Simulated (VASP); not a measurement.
# TiSi (Cmmm) in VASP: further runs

TiSi is run at these levels: r2SCAN; tasks: single point.

Program: VASP 6.6.1. These are calculated values, not measurements. Logs are shortened: lines on timing, memory, paths and dates and some standing lists are left out, and cuts for length are marked.

**1. The cell of the first run**

The structure is orthorhombic, space group Cmmm (No. 65). Conventional cell: a = 3.632 Å, b = 4.235 Å, c = 3.804 Å, α = 90.00°, β = 90.00°, γ = 90.00°. Ti (site symmetry mmm) has 8 Si at 2.63 to 2.85 Å and 8 Ti at 2.79 to 3.80 Å within 3.9 Å. Within 3.9 Å of Si (site symmetry mmm) lie 8 Ti at 2.63 to 2.85 Å and 8 Si at 2.79 to 3.80 Å.

**2. Single point, r2SCAN**

Contents of POSCAR:

```
TiSi
1.0
    1.8161780000     -2.1176240000      0.0000000000
    1.8161780000      2.1176240000      0.0000000000
    0.0000000000      0.0000000000      3.8039340000
Ti Si
1 1
Direct
    0.5000000000      0.5000000000      0.0000000000
    0.0000000000      0.0000000000      0.5000000000
```

Contents of INCAR.step1:

```
SYSTEM = TiSi
ALGO = Normal
EDIFF = 1E-4
ENCUT = 520
GGA = PE
ISMEAR = 0
LASPH = .True.
LCHARG = .False.
LREAL = .False.
LWAVE = .True.
NBANDS = 15
NELM = 80
PREC = Accurate
SIGMA = 0.1
```

Contents of INCAR.step2:

```
SYSTEM = TiSi
ALGO = Normal
EDIFF = 1E-7
ENCUT = 520
ISIF = 2
ISMEAR = 0
ISTART = 1
LASPH = .True.
LCHARG = .False.
LMIXTAU = .True.
LREAL = .False.
LWAVE = .False.
METAGGA = R2SCAN
NBANDS = 15
NELM = 80
PREC = Accurate
SIGMA = 0.1
```

Contents of KPOINTS:

```
k-points
0
Gamma
  8 8 6
  0 0 0
```

Potentials or basis: VASP PAW PBE potentials, release 64 (Ti_sv, Si).

Started as:

```sh
cat potpaw_PBE.64/Ti_sv/POTCAR potpaw_PBE.64/Si/POTCAR > POTCAR
cp INCAR.step1 INCAR
mpirun -np 1 vasp_std > vasp.out
cp INCAR.step2 INCAR
mpirun -np 1 vasp_std > vasp.out
```

OUTCAR:

```text
SYSTEM = TiSi
   EDIFF = 1E-7
   ENCUT = 520
   ISIF = 2
   ISMEAR = 0
   ISTART = 1
   LASPH = .True.
   LREAL = .False.
   METAGGA = R2SCAN
   NELM = 80
   PREC = Accurate

 ion  position               nearest neighbor table
   1  0.500  0.500  0.000-   2 2.63   2 2.63   2 2.63   2 2.63   2 2.85   2 2.85   2 2.85   2 2.85

   2  0.000  0.000  0.500-   1 2.63   1 2.63   1 2.63   1 2.63   1 2.85   1 2.85   1 2.85   1 2.85

  LATTYP: Found a base centered orthorhombic cell.
 ALAT       =     3.6323560000
 B/A-ratio  =     1.1659782246
 C/A-ratio  =     1.0472360088

  Lattice vectors:

 A1 = (   1.8161780000,  -2.1176240000,   0.0000000000)
 A2 = (   1.8161780000,   2.1176240000,   0.0000000000)
 A3 = (   0.0000000000,   0.0000000000,   3.8039340000)

Analysis of symmetry for initial positions (statically):
=====================================================================
 Subroutine PRICEL returns:
 Original cell was already a primitive cell.

 Routine SETGRP: Setting up the symmetry group for a
 base centered orthorhombic supercell.

 Subroutine GETGRP returns: Found  8 space group operations
 (whereof  8 operations were pure point group operations)
 out of a pool of  8 trial point group operations.

The static configuration has the point symmetry D_2h.

Analysis of symmetry for dynamics (positions and initial velocities):
=====================================================================
 Subroutine PRICEL returns:
 Original cell was already a primitive cell.

 Routine SETGRP: Setting up the symmetry group for a
 base centered orthorhombic supercell.

 Subroutine GETGRP returns: Found  8 space group operations
 (whereof  8 operations were pure point group operations)
 out of a pool of  8 trial point group operations.

The dynamic configuration has the point symmetry D_2h.

 Subroutine INISYM returns: Found  8 space group operations
 (whereof  8 operations are pure point group operations),
 and found     1 'primitive' translations

----------------------------------------------------------------------------------------

                                     Primitive cell

  volume of cell :      29.2597

  direct lattice vectors                    reciprocal lattice vectors
     1.816178000 -2.117624000  0.000000000     0.275303412 -0.236113682  0.000000000
     1.816178000  2.117624000  0.000000000     0.275303412  0.236113682  0.000000000
     0.000000000  0.000000000  3.803934000     0.000000000  0.000000000  0.262885739

  length of vectors
     2.789773097  2.789773097  3.803934000     0.362686696  0.362686696  0.262885739

  position of ions in fractional coordinates (direct lattice)
     0.500000000  0.500000000  0.000000000
     0.000000000  0.000000000  0.500000000

  ion indices of the primitive-cell ions
   primitive index   ion index
                 1           1
                 2           2

----------------------------------------------------------------------------------------

 KPOINTS: k-points

Automatic generation of k-mesh.
 Grid dimensions read from file:
 generate k-points for:    8    8    6

 Generating k-lattice:

  Cartesian coordinates                     Fractional coordinates (reciprocal lattice)
     0.034412926 -0.029514210  0.000000000     0.125000000  0.000000000  0.000000000
     0.034412926  0.029514210  0.000000000     0.000000000  0.125000000  0.000000000
     0.000000000  0.000000000  0.043814290     0.000000000  0.000000000  0.166666667

  Length of vectors
     0.045335837  0.045335837  0.043814290

  Shift w.r.t. Gamma in fractional coordinates (k-lattice)
     0.000000000  0.000000000  0.000000000

 Subroutine IBZKPT returns following result:
 ===========================================

 Found     84 irreducible k-points:

 Following reciprocal coordinates:
            Coordinates               Weight
  0.000000  0.000000  0.000000      1.000000
  0.125000  0.000000  0.000000      4.000000
  0.250000  0.000000  0.000000      4.000000
  0.375000  0.000000  0.000000      4.000000
  0.500000  0.000000  0.000000      2.000000
  0.125000  0.125000  0.000000      2.000000
[... 16 lines left out ...]
  0.125000  0.000000  0.166667      8.000000
  0.250000  0.000000  0.166667      8.000000
 [... further k-points ...]
   k-points           NKPTS =     84   k-points in BZ     NKDIM =     84   number of bands    NBANDS=     15
   number of dos      NEDOS =    301   number of ions     NIONS =      2
   total plane-waves  NPLWV =  16128
   dimension x,y,z NGX =    24 NGY =   24 NGZ =   28
   dimension x,y,z NGXF=    48 NGYF=   48 NGZF=   56
   ions per type =               1   1
   NGX,Y,Z   is equivalent  to a cutoff of  14.30, 14.30, 12.24 a.u.
   NGXF,Y,Z  is equivalent  to a cutoff of  28.60, 28.60, 24.47 a.u.
 SYSTEM =  TiSi
   PREC   = accura    normal or accurate (medium, high low for compatibility)
   ISTART =      1    job   : 0-new  1-cont  2-samecut
   ICHARG =      0    charge: 1-file 2-atom 10-const
   ISPIN  =      1    spin polarized calculation?
   LNONCOLLINEAR =      F non collinear calculations
   LSORBIT =      F    spin-orbit coupling
   LASPH  =      T    aspherical Exc in radial PAW
   ENCUT  =  520.0 eV  38.22 Ry    6.18 a.u.   5.19  5.19  7.07*2*pi/ulx,y,z
   NELM   =     80;   NELMIN=  2; NELMDL=  0     # of ELM steps
   EDIFF  = 0.1E-06   stopping-criterion for ELM
   LREAL  =      F    real-space projection
   EDIFFG = 0.1E-05   stopping-criterion for IOM
   NSW    =      0    number of steps for IOM
   IBRION =     -1    ionic relax: 0-MD 1-quasi-New 2-CG
   NFREE  =      0    steps in history (QN), initial steepest desc. (CG)
   ISIF   =      2    stress and relaxation
   ISYM   =      2    0-nonsym 1-usesym 2-fastsym
   POTIM  = 0.5000    time-step for ionic-motion
   TEBEG  =    0.0;   TEEND  =   0.0 temperature during run
   PSTRESS=    0.0 pullay stress
   NELECT =      16.0000    total number of electrons
   NUPDOWN=      -1.0000    fix difference up-down
   EMIN   =  10.00;   EMAX   =-10.00  energy-range for DOS
   EFERMI =   0.00;   METHOD = LEGACY
   ISMEAR =     0;   SIGMA  =   0.10  broadening in eV -4-tet -1-fermi 0-gaus
   EFERMI_NEDOS =   21; number of points for ismear=-14 and -15
   IALGO  =     38    algorithm
   IMIX   =      4    mixing-type and parameters
     AMIX     =   0.40;   BMIX     =  1.00
     AMIX_MAG =   1.60;   BMIX_MAG =  1.00
  volume/ion in A,a.u.               =      14.63        98.73
  Fermi-wavevector in a.u.,A,eV,Ry     =   1.338725  2.529824 24.384157  1.792185
  Thomas-Fermi vector in A             =   2.467173
   LORBIT       =      0    0 simple, 1 ext, 2 COOP (PROOUT), +10 PAW based schemes
   METAGGA = R2SCAN    functional components
   LHFCALC =     F    Hartree Fock is set to
   AEXX    =    0.0000 exact exchange contribution
   IVDW    =     0    specifies the selected vdW correction
   LEPSILON=     F    determine dielectric tensor
   LRPA    =     F    only Hartree local field effects (RPA)
 non-spin polarized calculation
 Gauss-broadening in eV      SIGMA  =   0.10
  energy-cutoff  :      520.00
  volume of cell :       29.26
 maximum number of plane-waves:       814
 NGX is ok and might be reduce to    24
   NGX = 11   NGY = 11   NGZ = 15

 number of electron      16.0000004 magnetization

 Free energy of the ion-electron system (eV)
  ---------------------------------------------------
  ext. energy  EPLUGINS =         0.00000000
  ---------------------------------------------------
  free energy    TOTEN  =       -22.77468242 eV

  energy without entropy =      -22.76818896  energy(sigma->0) =      -22.77143569

 E-fermi :  10.1973     XC(G=0): -12.5894

 val. band max:       10.1821885602   @ k =   0.5000   0.2500   0.3333
 cond. band min:      10.1993859411   @ k =  -0.3750   0.2500   0.3333
 fundamental gap:      0.0171973809
 Fermi energy:        10.1973381166

 k-point     1 :       0.0000    0.0000    0.0000
  band No.  band energies     occupation
      1     -48.8905      2.00000
      2     -24.2757      2.00000
      3     -23.8196      2.00000
      4     -23.7253      2.00000
      5      -2.2610      2.00000
      6       7.6427      2.00000
      7       8.2711      2.00000
      8       8.8949      2.00000
      9      11.9728      0.00000
     10      12.7649      0.00000
     11      13.4140      0.00000
     12      15.6389      0.00000
     13      16.5326      0.00000
     14      16.9255      0.00000
     15      18.9850      0.00000

 k-point     2 :       0.1250    0.0000    0.0000
  band No.  band energies     occupation
      1     -48.8798      2.00000
      2     -24.2647      2.00000
      3     -23.8774      2.00000
      4     -23.7497      2.00000
      5      -1.9306      2.00000
      6       7.8803      2.00000
      7       8.0833      2.00000
      8       8.8496      2.00000
      9      12.2415      0.00000
     10      12.8234      0.00000
     11      13.0532      0.00000
     12      14.0002      0.00000
     13      16.5237      0.00000
     14      16.9310      0.00000
     15      20.3953      0.00000

 k-point     3 :       0.2500    0.0000    0.0000
  band No.  band energies     occupation
      1     -48.8537      2.00000
      2     -24.2381      2.00000
      3     -24.0724      2.00000
      4     -23.7495      2.00000
      5      -0.9644      2.00000
      6       7.5977      2.00000
      7       7.6738      2.00000
      8       8.6604      2.00000
      9      12.4976      0.00000
     10      12.5848      0.00000
     11      12.6928      0.00000
     12      13.3803      0.00000
     13      16.6484      0.00000
     14      17.3446      0.00000
     15      21.3230      0.00000
[... 343 lines left out ...]
 k-point    23 :       0.1250    0.0000    0.1667
  band No.  band energies     occupation
      1     -48.8793      2.00000
      2     -24.2759      2.00000
      3     -23.8766      2.00000
      4     -23.7492      2.00000
      5      -1.6759      2.00000
      6       6.1809      2.00000
      7       8.9230      2.00000
      8       9.3226      2.00000
      9      11.8106      0.00000
     10      12.4539      0.00000
     11      13.1366      0.00000
     12      14.6960      0.00000
     13      16.9716      0.00000
     14      17.8090      0.00000
     15      20.1163      0.00000

 k-point    24 :       0.2500    0.0000    0.1667
  band No.  band energies     occupation
      1     -48.8533      2.00000
      2     -24.2482      2.00000
      3     -24.0711      2.00000
      4     -23.7490      2.00000
      5      -0.7514      2.00000
      6       6.6306      2.00000
      7       7.7242      2.00000
      8       9.1949      2.00000
      9      12.3114      0.00000
     10      12.3906      0.00000
     11      12.6469      0.00000
     12      13.4795      0.00000
     13      17.5462      0.00000
     14      17.8333      0.00000
     15      20.4249      0.00000

 [... further k-points ...]

------------------------ aborting loop because EDIFF is reached ----------------------------------------

  FORCE on cell =-STRESS in cart. coord.  units (eV):
  Direction    XX          YY          ZZ          XY          YZ          ZX
  --------------------------------------------------------------------------------------
  -------------------------------------------------------------------------------------
  Total       -0.0921144     -0.5031115     -0.0850155      0.0000000      0.0000000      0.0000000
  in kB       -5.0439171    -27.5489195     -4.6552021      0.0000000      0.0000000      0.0000000
  external PRESSURE =     -12.4160129 kB  Pullay stress =       0.0000000 kB

 VOLUME and BASIS-vectors are now :
 -----------------------------------------------------------------------------
  energy-cutoff  :      520.00
  volume of cell :       29.26
      direct lattice vectors                 reciprocal lattice vectors
     1.816178000 -2.117624000  0.000000000     0.275303412 -0.236113682  0.000000000
     1.816178000  2.117624000  0.000000000     0.275303412  0.236113682  0.000000000
     0.000000000  0.000000000  3.803934000     0.000000000  0.000000000  0.262885739

 POSITION                                       TOTAL-FORCE (eV/Angst)
 -----------------------------------------------------------------------------------
      1.81618      0.00000      0.00000        -0.000000      0.000000      0.000000
      0.00000      0.00000      1.90197         0.000000     -0.000000      0.000000
 -----------------------------------------------------------------------------------
    total drift:                               -0.000000     -0.000000     -0.000000

  FREE ENERGIE OF THE ION-ELECTRON SYSTEM (eV)
  ---------------------------------------------------
  free  energy   TOTEN  =       -22.7746824157 eV

  energy  without entropy=      -22.7681889633  energy(sigma->0) =      -22.77143569
```

Wall time 3 min (1 thread of Intel Xeon 8259CL, shared host); peak memory 0.18 GiB.

Results:

- Free energy: -22.7747 eV
- Pressure: -1.2 GPa
- Band gap on the k mesh: zero (bands 8 and 9 overlap by 1.55 eV)

Caveat: the PAW data sets were made with another functional, which shifts forces and pressure a little.

**3. Single point, r2SCAN**

POSCAR is that of step 2.

Contents of INCAR.step1:

```
SYSTEM = TiSi
ALGO = Normal
EDIFF = 1E-4
ENCUT = 520
GGA = PE
ISMEAR = 0
LASPH = .TRUE.
LCHARG = .FALSE.
LREAL = .FALSE.
LWAVE = .TRUE.
NBANDS = 15
NELM = 100
PREC = Accurate
SIGMA = 0.1
```

Contents of INCAR.step2:

```
SYSTEM = TiSi
ALGO = Normal
EDIFF = 1E-6
ENCUT = 520
ISIF = 2
ISMEAR = 0
ISTART = 1
LASPH = .TRUE.
LCHARG = .FALSE.
LMIXTAU = .TRUE.
LREAL = .FALSE.
LWAVE = .FALSE.
METAGGA = R2SCAN
NBANDS = 15
NELM = 100
PREC = Accurate
SIGMA = 0.1
```

Contents of KPOINTS:

```
k-points
0
G
  10 10 8
  0 0 0
```

Potentials or basis: VASP PAW PBE potentials, release 64 (Ti_sv, Si).

Started as:

```sh
cat potpaw_PBE.64/Ti_sv/POTCAR potpaw_PBE.64/Si/POTCAR > POTCAR
cp INCAR.step1 INCAR
mpirun -np 1 vasp_std > vasp.out
cp INCAR.step2 INCAR
mpirun -np 1 vasp_std > vasp.out
```

Wall time 3.7 min (1 thread of Intel Xeon 8259CL, shared host); peak memory 0.2 GiB.

The run converged. Its results:

```
Free energy            : -22.7856 eV
Pressure               : -1.5 GPa
Band gap on the k mesh : zero (bands 8 and 9 overlap by 1.56 eV)
```

Stress tensor (GPa, compression positive):
```
-2.07  0.00  0.00
 0.00 -1.38  0.00
 0.00  0.00 -0.94
```

Levels at points of the mesh, in eV from the Fermi level:
```
           k point  band 4  band 5  band 6  band 7  band 8  band 9  band 10  band 11  band 12  band 13
(0.00, 0.00, 0.00)  -33.92  -12.47   -2.57   -1.94   -1.32    1.78     2.57     3.21     5.44     6.33
(0.50, 0.00, 0.00)  -33.94   -8.12   -6.80   -3.04   -0.93    1.92     2.53     4.36     4.93     5.42
(0.50, 0.50, 0.00)  -34.33   -6.08   -4.13   -1.76   -1.30   -0.83    -0.32     3.20     3.22     4.22
(0.00, 0.00, 0.50)  -33.92  -11.06   -6.96   -0.99    0.65    0.67     1.89     3.31     7.19     8.49
(0.50, 0.00, 0.50)  -33.94   -8.36   -5.26   -2.97   -1.89    1.53     2.02     2.10     3.54     6.01
(0.50, 0.50, 0.50)  -34.36   -5.19   -4.01   -3.63   -3.21    2.32     2.54     2.68     4.22     4.32
```

Caveat: the PAW data sets were made with another functional, which shifts forces and pressure a little.

**4. Single point, r2SCAN**

POSCAR is that of step 3.

Contents of INCAR.step1:

```
PREC = Accurate ; ENCUT = 520
ISMEAR = 0 ; SIGMA = 0.1
LREAL = F ; LASPH = T
NELM = 100 ; NBANDS = 15
GGA = PE ; ALGO = Normal
EDIFF = 1E-4 ; LWAVE = T
LCHARG = F
```

Contents of INCAR.step2:

```
PREC = Accurate ; ENCUT = 520
EDIFF = 1E-6 ; ISMEAR = 0
SIGMA = 0.1 ; LREAL = F
LASPH = T ; NELM = 100
ALGO = Normal ; ISIF = 2
LWAVE = F ; LCHARG = F
METAGGA = R2SCAN ; LMIXTAU = T
NBANDS = 15 ; ISTART = 1
```

Contents of KPOINTS:

```
Automatic mesh
0
Gamma
  10 10 8
  0.5 0.5 0.5
```

Started as:

```sh
cat potpaw_PBE.64/Ti_sv/POTCAR potpaw_PBE.64/Si/POTCAR > POTCAR
cp INCAR.step1 INCAR
mpirun -np 1 vasp_std > vasp.out
cp INCAR.step2 INCAR
mpirun -np 1 vasp_std > vasp.out
```

It took 2.8 min on 1 thread of Intel Xeon 8259CL, shared host; peak memory 0.19 GiB.

Results (log left out):

* Free energy: -22.7780 eV
* Pressure: -1.5 GPa
* Band gap on the k mesh: zero (bands 8 and 9 overlap by 1.51 eV)

Stress tensor (GPa, compression positive):
```
-0.84  0.00  0.00
 0.00 -2.03  0.00
 0.00  0.00 -1.55
```

Levels at points of the mesh, in eV from the Fermi level:
| k point | band 4 | band 5 | band 6 | band 7 | band 8 | band 9 | band 10 | band 11 | band 12 | band 13 |
| --- | --- | --- | --- | --- | --- | --- | --- | --- | --- | --- |
| (0.05, 0.05, 0.06) | -33.91 | -12.27 | -2.94 | -1.58 | -1.30 | 1.98 | 2.46 | 3.21 | 5.18 | 5.62 |

Caveat: the PAW data sets were made with another functional, which shifts forces and pressure a little.

**5. Single point, r2SCAN**

POSCAR is that of step 4.

Contents of INCAR.step1:

```
ALGO     = Normal         # electronic algorithm
EDIFF    = 1E-4           # SCF threshold, eV
ENCUT    = 520            # plane-wave cutoff, eV
GGA      = PE             # functional
ISMEAR   = 0              # smearing method
LASPH    = True           # aspherical terms in the spheres
LCHARG   = False          # write CHGCAR
LREAL    = False          # projectors in reciprocal space
LWAVE    = True           # write WAVECAR
NBANDS   = 15             # bands
NELM     = 60             # most SCF steps
PREC     = Accurate       # precision mode
SIGMA    = 0.1            # smearing width, eV
```

Contents of INCAR.step2:

```
ALGO     = Normal         # electronic algorithm
EDIFF    = 1E-7           # SCF threshold, eV
ENCUT    = 520            # plane-wave cutoff, eV
ISIF     = 2              # what is computed and relaxed
ISMEAR   = 0              # smearing method
ISTART   = 1            
LASPH    = True           # aspherical terms in the spheres
LCHARG   = False          # write CHGCAR
LMIXTAU  = True         
LREAL    = False          # projectors in reciprocal space
LWAVE    = False          # write WAVECAR
METAGGA  = R2SCAN         # meta-GGA
NBANDS   = 15             # bands
NELM     = 60             # most SCF steps
PREC     = Accurate       # precision mode
SIGMA    = 0.1            # smearing width, eV
```

Contents of KPOINTS:

```
Automatic mesh
0
Gamma
  12 12 10
  0.5 0.5 0.5
```

Started as:

```sh
cat potpaw_PBE.64/Ti_sv/POTCAR potpaw_PBE.64/Si/POTCAR > POTCAR
cp INCAR.step1 INCAR
mpirun -np 1 vasp_std > vasp.out
cp INCAR.step2 INCAR
mpirun -np 1 vasp_std > vasp.out
```

Run time: 6.4 min. Hardware: 1 thread of Intel Xeon 8259CL, shared host; peak memory 0.22 GiB.

Results (log left out):

```
Free energy            : -22.7817 eV
Pressure               : -1.4 GPa
Band gap on the k mesh : zero (bands 8 and 9 overlap by 1.45 eV)
```

Stress tensor (GPa, compression positive):
```
-1.16  0.00  0.00
 0.00 -2.25  0.00
 0.00  0.00 -0.81
```

Levels at points of the mesh, in eV from the Fermi level:
```tsv
k point	band 4	band 5	band 6	band 7	band 8	band 9	band 10	band 11	band 12	band 13
(0.04, 0.04, 0.05)	-33.93	-12.36	-2.86	-1.70	-1.32	1.91	2.48	3.20	5.21	5.76
```

Caveat: the PAW data sets were made with another functional, which shifts forces and pressure a little.

**6. The runs side by side**

| k mesh | gap on the mesh (eV) | pressure (GPa) |
| --- | --- | --- |
| 8 × 8 × 6 | none | -1.2 |
| 10 × 10 × 8 | none | -1.5 |
| 10 × 10 × 8, shifted | none | -1.5 |
| 12 × 12 × 10, shifted | none | -1.4 |

Alike in all rows: task single point; level r2SCAN; potentials or basis VASP PAW PBE potentials, release 64 (Ti_sv, Si); no spin polarisation; cell as given; cutoff (eV) 520; smearing gaussian 0.1 eV.

Caveats: the PAW data sets were made with another functional, which shifts forces and pressure a little.

Total energies depend on the potentials used, so only differences within one code and one set of settings carry meaning.
